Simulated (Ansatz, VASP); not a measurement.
# Two plane-wave programs on ZnS

```
CELL_PARAMETERS angstrom
0.00000 2.66338 2.69410
2.66338 0.00000 2.69410
2.66338 2.66338 0.00000
ATOMIC_POSITIONS crystal
Zn 0.25000 0.25000 0.25000
S 0.00000 0.00000 0.00000
```

Change from the starting cell: biaxial_xy strain -1.1%.

Alike in both runs: task single point; functional PBE; k mesh 8 × 8 × 8; occupations fermi-dirac, width 0.02 eV; no spin polarisation.

```csv
,VASP,Ansatz
version,VASP 6.6.1,Ansatz 0.2.0
potentials or method,"VASP PAW PBE potentials, release 64 (Zn, S)","plane waves, PAW"
plane-wave cutoff (eV),520,420
valence electrons in the cell,18,18
```

|  | VASP | Ansatz | Ansatz less VASP |
| --- | --- | --- | --- |
| gap on the k mesh at the Fermi level (eV) | 2.24 | 2.23 | -0.007 |
| pressure (GPa) | 4.4 | 4.2 | -0.18 |
| traceless stress, the component that is largest in VASP (GPa) | -0.30 | -0.31 | -0.004 |
